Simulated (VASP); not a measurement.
A run of VASP 6.6.1:

Contents of INCAR:

```
  PREC = Accurate
  ENCUT = 520
  EDIFF = 1E-6
  ISMEAR = 0
  SIGMA = 0.1
  LREAL = F
  LASPH = T
  NELM = 100
  ALGO = Normal
  ISIF = 2
  LWAVE = F
  LCHARG = F
  GGA = PE
  NBANDS = 34
```

Contents of KPOINTS:

```
Automatic mesh
0
Gamma
  6 6 4
```

POSCAR

```
GeF5
1.0
    4.0057325373      0.0000000000      0.0000000000
   -2.0028662686      3.4690661380      0.0000000000
    0.0000000000      0.0000000000      5.8941547236
Ge F
1 5
Direct
    0.0000000000      0.0000000000      0.0000000000
    0.0000000000      0.5000000000      0.5000000000
    0.3333333333      0.6666666667      0.0000000000
    0.6666666667      0.3333333333      0.0000000000
    0.5000000000      0.0000000000      0.5000000000
    0.5000000000      0.5000000000      0.5000000000
```

Potentials or basis: VASP PAW PBE potentials, release 64 (Ge_d, F).

Launch:

```sh
$ cat potpaw_PBE.64/Ge_d/POTCAR potpaw_PBE.64/F/POTCAR > POTCAR
$ mpirun -np 1 vasp_std > vasp.out
```

Hardware: 1 thread of Oxide Virtual Turin-like Processor (shared host).

Question: Estimate the wall time of this run.

Answer: It took 46 s on 1 thread of Oxide Virtual Turin-like Processor (shared host), peak memory 0.18 GiB. Counts: scf iterations 17, k points 21.
